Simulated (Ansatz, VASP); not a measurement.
Two plane-wave programs on GaP

The input POSCAR:

```
GaP
1.0
    0.0000000000      2.6981452945      2.6981452945
    2.6981452945      0.0000000000      2.6981452945
    2.6981452945      2.6981452945      0.0000000000
Ga P
1 1
Direct
    0.0000000000      0.0000000000      0.0000000000
    0.2500000000      0.2500000000      0.2500000000
```

File INCAR.step1:

```
SYSTEM = GaP
PREC     = Accurate       ! precision mode
ENCUT    = 520            ! plane-wave cutoff, eV
EDIFF    = 1E-5           ! SCF threshold, eV
ISMEAR   = 0              ! smearing method
SIGMA    = 0.01           ! smearing width, eV
LREAL    = .False.        ! projectors in reciprocal space
LASPH    = .True.         ! aspherical terms in the spheres
NELM     = 100            ! most SCF steps
ALGO     = Normal         ! electronic algorithm
ISIF     = 2              ! what is computed and relaxed
LWAVE    = .True.         ! write WAVECAR
NBANDS   = 16             ! bands
GGA      = PE             ! functional
```

Contents of INCAR.step2:

```
SYSTEM = GaP
PREC     = Accurate       ! precision mode
ENCUT    = 520            ! plane-wave cutoff, eV
EDIFF    = 1E-6           ! SCF threshold, eV
ISMEAR   = 0              ! smearing method
SIGMA    = 0.01           ! smearing width, eV
LREAL    = .False.        ! projectors in reciprocal space
LASPH    = .True.         ! aspherical terms in the spheres
NELM     = 100            ! most SCF steps
ALGO     = Normal         ! electronic algorithm
ISIF     = 2              ! what is computed and relaxed
LWAVE    = .False.        ! write WAVECAR
LCHARG   = .True.         ! write CHGCAR
GGA      = PE             ! functional
LHFCALC  = .True.         ! exact exchange
HFSCREEN = 0.2079         ! screening, 1/A
PRECFOCK = Normal       
LELF     = .True.         ! ELF
LVHAR    = .True.       
NBANDS   = 16             ! bands
ISTART   = 1
```

File KPOINTS:

```
Automatic mesh
0
Gamma
  6 6 6
  0 0 0
```

Input for Ansatz:

```yaml
crystal:
  lattice:
    - [0.0, 2.6981452945, 2.6981452945]
    - [2.6981452945, 0.0, 2.6981452945]
    - [2.6981452945, 2.6981452945, 0.0]
  atoms:
    - { symbol: Ga, position: [0.0, 0.0, 0.0] }
    - { symbol: P, position: [0.25, 0.25, 0.25] }
kpoints:
  mp_grid: { grid: [6, 6, 6] }
  band_path:
    path:
      - [0.0, 0.0, 0.0]
      - [-0.5, -0.5, 0.0]
      - [-0.375, -0.375, 0.25]
      - [-0.375, 0.0, 0.375]
      - [0.0, 0.0, 0.5]
      - [-0.5, -0.25, 0.25]
      - [0.0, 0.427083, 0.427083]
    npoints: 1
hamiltonian:
  xc: hse06
scf:
  occupations: { method: fixed }
  n_extra_bands: 4
output:
  forces: true
  stress: true
  eigenvalues: true
```

Change from the starting cell: hydrostatic strain -1.0%.

Alike in both runs: task single point; functional HSE06; k mesh 6 × 6 × 6; no spin polarisation.

```csv
,VASP,Ansatz
version,VASP 6.6.1,Ansatz 0.2.0
potentials or method,"VASP PAW PBE potentials, release 64 (Ga_d, P)","plane waves, PAW"
plane-wave cutoff (eV),520,420
occupations,"gaussian, width 0.01 eV",fixed
valence electrons in the cell,18,18
```

Ansatz gave:

* gap on the k mesh at the Fermi level (eV): 2.23
* pressure (GPa): 3.6

Problem. Estimate VASP's values.

Solution. gap on the k mesh at the Fermi level (eV): 2.23; pressure (GPa): 3.4.

Ansatz's warnings: stress exchange threshold loose, stress scf threshold loose.
